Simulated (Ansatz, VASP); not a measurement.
## Ti8C9 in VASP and in Ansatz

```
CELL_PARAMETERS angstrom
0.00000 4.33278 -4.33278
4.33278 4.33278 0.00000
4.33278 0.00000 -4.33278
ATOMIC_POSITIONS crystal
Ti 0.00372 0.99876 0.49876
Ti 0.01000 0.51000 0.47001
Ti 0.49876 0.99876 0.49876
Ti 0.49876 0.50372 0.49876
Ti 0.01000 0.97001 0.01000
Ti 0.01000 0.51000 0.01000
Ti 0.49876 0.99876 0.00372
Ti 0.47001 0.51000 0.01000
C 0.25150 0.75150 0.25150
C 0.25150 0.24551 0.25150
C 0.74551 0.75150 0.25150
C 0.75807 0.25807 0.22578
C 0.25150 0.75150 0.74551
C 0.22578 0.25807 0.75807
C 0.75807 0.72578 0.75807
C 0.75807 0.25807 0.75807
C 0.87500 0.37500 0.87500
```

Alike in both runs: functional PBE; k mesh 5 × 5 × 5; occupations gaussian, width 0.1 eV; no spin polarisation.

Ansatz relaxed the structure, and its values are those at the end. VASP's run is a single point on that final structure, the one shown.

|  | VASP | Ansatz |
| --- | --- | --- |
| version | VASP 6.6.1 | Ansatz 0.2.0 |
| potentials or method | VASP PAW PBE potentials, release 64 (Ti_sv, C), cutoff 520 eV | scalar-relativistic, plane waves, PAW |
| valence electrons in the cell | 132 | 132 |

Ansatz gave:

```
gap on the k mesh at the Fermi level (eV) : none
rms of the force components (eV/Å)        : 0.005
```

Q: Estimate VASP's values.

A: gap on the k mesh at the Fermi level (eV): none; rms of the force components (eV/Å): 0.018.

A gap of «none» marks a metal or a gap that the smearing closes.
